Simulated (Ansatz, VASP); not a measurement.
## One calculation of Ge, two programs

File INCAR:

```
PREC = Accurate
ENCUT = 520
EDIFF = 1E-6
ISMEAR = -1
SIGMA = 0.1
LREAL = False
LASPH = True
NELM = 60
ALGO = Normal
ISIF = 2
LWAVE = False
LCHARG = False
GGA = CA
NBANDS = 13
```

Contents of KPOINTS:

```
regular mesh
0
Gamma
  15 15 15
```

Contents of POSCAR:

```
Ge
1.0
   -1.6483398522      1.6483398522      1.6483398522
    1.6483398522     -1.6483398522      1.6483398522
    1.6483398522      1.6483398522     -1.6483398522
Ge
1
Direct
    0.0000000000      0.0000000000      0.0000000000
```

Input for Ansatz:

```yaml
crystal:
  lattice:
    - [-1.6483398522, 1.6483398522, 1.6483398522]
    - [1.6483398522, -1.6483398522, 1.6483398522]
    - [1.6483398522, 1.6483398522, -1.6483398522]
  atoms:
    - { symbol: Ge, position: [0.0, 0.0, 0.0] }
hamiltonian:
  xc: lda
  pseudopotentials:
    kind: paw
    azcp:
      Ge: "pseudopotentials/Ge.paw.azcp"
basis:
  ecutwfc: 420
  fft_grid_basis: typed
kpoints:
  mp_grid: { grid: [15, 15, 15], shift: [0, 0, 0] }
magnetization:
  spin_polarized: false
scf:
  occupations: { method: fermi_dirac, width: 0.1 }
  lower_state_search: "off"
output:
  stress: true
  write_density: true
  write_potential: true
  elf: true
  volumetric_format: npy
```

Alike in both runs: task single point; functional LDA; k mesh 15 × 15 × 15; occupations fermi-dirac, width 0.1 eV; no spin polarisation.

|  | VASP | Ansatz |
| --- | --- | --- |
| version | VASP 6.6.1 | Ansatz 0.2.0 |
| potentials or method | VASP PAW LDA potentials, release 64 (Ge_d), cutoff 520 eV | plane waves (420 eV) with PAW, scalar-relativistic |
| valence electrons in the cell | 14 | 14 |

|  | VASP | Ansatz | Ansatz less VASP |
| --- | --- | --- | --- |
| pressure (GPa) | -0.4 | -0.6 | -0.18 |

Ansatz warns that its potentials were made for another functional, while VASP's fit it. LDA's correlation is that of Perdew and Zunger in VASP and of Perdew and Wang (1992) in Ansatz.
